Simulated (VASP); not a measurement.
The system is ScAl3As4.

```xyz
8
Lattice="5.0679 0.0000 0.0000 0.0000 5.0679 0.0000 0.0000 0.0000 5.0679" Properties=species:S:1:pos:R:3 pbc="T T T"
Sc    0.0000    0.0000    0.0000
Al    2.5340    2.5340    0.0000
Al    2.5340    0.0000    2.5340
Al    0.0000    2.5340    2.5340
As    3.8299    3.8299    1.2380
As    3.8299    1.2380    3.8299
As    1.2380    3.8299    3.8299
As    1.2380    1.2380    1.2380
```

```yaml
Program: VASP 6.6.1
Task: relaxation of cell and atoms
Functional: PBE
Potentials_or_basis: VASP PAW PBE potentials, release 64 (Sc_sv, Al, As)
Cutoff: 600 eV
k_mesh: 3 × 3 × 3
Occupations: gaussian, width 0.2 eV
Spin: no spin polarisation
```

At the start: pressure 64.4 GPa; volume 16.27 Å³/atom.

Q: How do energy, volume and symmetry change on relaxing?

A: Over 4 steps the energy falls by 1336.0 meV/atom and the volume is 25.12 Å³/atom (+54.4 %); space group P-43m (No. 215, to 0.05 Å).

The path:
```tsv
step	energy change (eV)	largest force (eV/Å)	pressure (GPa)	volume (Å³)
1	0.0000	4.1747	64.40	130.17
2	-5.9857	0.6962	-10.31	296.32
3	-10.6783	0.0072	-1.08	202.95
4	-10.6880	0.0311	-0.48	200.94
```

Final structure:
```xyz
8
Lattice="5.8572 0.0000 0.0000 0.0000 5.8572 0.0000 0.0000 0.0000 5.8572" Properties=species:S:1:pos:R:3 pbc="T T T"
Sc    0.0000    0.0000    0.0000
Al    2.9286    2.9286    0.0000
Al    2.9286    0.0000    2.9286
Al    0.0000    2.9286    2.9286
As    4.3438    4.3438    1.5133
As    4.3438    1.5133    4.3438
As    1.5133    4.3438    4.3438
As    1.5133    1.5133    1.5133
```

Caveat: the volume moved by over 15 % at a fixed basis, so the end points are rough; the relaxation stopped at a loose force limit of 0.08 eV/Å, so its end isn't a converged minimum.
